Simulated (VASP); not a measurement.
Input of a VASP 6.6.1 run:

Contents of INCAR:

```
SYSTEM = Ir
PREC     = Accurate       ! precision mode
ENCUT    = 520            ! plane-wave cutoff, eV
EDIFF    = 1E-6           ! SCF threshold, eV
ISMEAR   = -1             ! smearing method
SIGMA    = 0.15           ! smearing width, eV
LREAL    = .False.        ! projectors in reciprocal space
LASPH    = .True.         ! aspherical terms in the spheres
NELM     = 100            ! most SCF steps
ALGO     = Normal         ! electronic algorithm
ISIF     = 2              ! what is computed and relaxed
LWAVE    = .False.        ! write WAVECAR
LCHARG   = .False.        ! write CHGCAR
GGA      = PS             ! functional
IVDW     = 12             ! dispersion correction
NBANDS   = 16             ! bands
```

The input KPOINTS:

```
regular mesh
0
Gamma
  3 15 5
  0 0 0
```

POSCAR

```
Ir
1.0
    2.7647447457      0.0000000000      0.0000000000
    0.0000000000      2.5690831619      0.0000000000
    0.0000000000      0.0000000000      4.2938285946
Ir
2
Direct
    0.2500000000      0.0000000000      0.2500001893
    0.7500000000      0.0000000000      0.7499998107
```

Potentials or basis: VASP PAW PBE potentials, release 64 (Ir).

Launch:

```sh
$ cat potpaw_PBE.64/Ir/POTCAR > POTCAR
$ mpirun -np 1 vasp_std > vasp.out
```

Question: What does it give for the pressure?

Answer: 0.7 GPa.

Question: Predict the dispersion energy per atom.

Answer: -0.662 eV.

Stress tensor (GPa, compression positive):
```
0.61 0.00 0.00
0.00 0.42 0.00
0.00 0.00 0.92
```

Caveat: the k points lie up to 0.76 Å⁻¹ apart, too coarse for converged energies and pressures of a metal; the PAW data sets were made with another functional, which shifts forces and pressure a little.
